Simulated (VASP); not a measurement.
## Ir: single point with LDA

Crystal: Ir.

```
Ir
1.0
     0.00000    1.90594    1.90594
     1.90594    0.00000    1.90594
     1.90594    1.90594    0.00000
Ir
1
Direct
  0.00000 0.00000 0.00000
```

```json
{
 "Program": "VASP 6.6.1",
 "Task": "single point",
 "Functional": "LDA",
 "Potentials or basis": "VASP PAW LDA potentials, release 64 (Ir_sv_GW)",
 "Cutoff": "560 eV",
 "k mesh": "19 × 19 × 19",
 "Occupations": "fermi-dirac, width 0.08 eV",
 "Spin": "no spin polarisation"
}
```

| Property | Result |
| --- | --- |
| Pressure | -0.3 GPa |
| Band gap on the k mesh | zero (an odd number of electrons rules out a gap without spin polarisation) |

Levels at points of the mesh, in eV from the Fermi level:
```tsv
k point	band 4	band 5	band 6	band 7	band 8	band 9	band 10	band 11	band 12	band 13
(0.00, 0.00, 0.00)	-49.22	-11.30	-4.02	-4.02	-4.02	-1.20	-1.20	13.60	19.19	19.19
```

It took 15 s on 1 thread of Intel(R) Xeon(R) 6975P-C (Granite Rapids), on a shared host, peak memory 0.17 GiB.

Caveat: spin-orbit coupling is left out, which moves the levels of the heavy elements.
